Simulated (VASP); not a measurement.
Write the native input for VASP 6.6.1 that does the following.

| Quantity | Value |
| --- | --- |
| Task | single point |
| Functional | LDA |
| Potentials or basis | VASP PAW LDA potentials, release 64 (Na_pv) |
| Cutoff | 520 eV |
| k mesh | 18 × 18 × 18 |
| Occupations | gaussian, width 0.15 eV |
| Spin | no spin polarisation |
| Dipole correction | no |
| Further INCAR settings | ALGO = Fast; EDIFF = 1e-06; NBANDS = 10 |

The structure of Na lies in POSCAR:

```
Na
1.0
   -2.1007238265      1.8882910800      2.6372766800
    2.1007238265     -1.8882910800      2.6372766800
    2.1007238265      1.8882910800     -2.6372766800
Na
1
Direct
    0.0000000000      0.0000000000      0.0000000000
```

This cell differs from its parent crystal: strain +0.1125 x Voigt [1, 0, 0, 0, 0, 0].

These files were run (other wordings do the same):

INCAR

```
SYSTEM = Na
PREC = Accurate
ENCUT = 520
EDIFF = 1E-6
ISMEAR = 0
SIGMA = 0.15
LREAL = .FALSE.
LASPH = .TRUE.
NELM = 100
ALGO = Fast
ISIF = 2
LWAVE = .FALSE.
LCHARG = .TRUE.
LELF = .TRUE.
LVHAR = .TRUE.
NBANDS = 10
```

KPOINTS

```
Automatic mesh
0
G
  18 18 18
  0 0 0
```

Potentials or basis: VASP PAW LDA potentials, release 64 (Na_pv).

Run with:

```bash
$ cat potpaw_LDA.64/Na_pv/POTCAR > POTCAR
$ mpirun -np 1 vasp_std > vasp.out
```

It gave:

| Quantity | Value |
| --- | --- |
| Pressure | -1.3 GPa |
| Band gap on the k mesh | zero (an odd number of electrons rules out a gap without spin polarisation) |

Caveat: the cell differs from its parent crystal (strain +0.1125 x Voigt [1, 0, 0, 0, 0, 0]).

Run time: 6.3 min on 1 thread of Oxide Virtual Turin-like Processor, with other jobs on the host, peak memory 0.34 GiB.
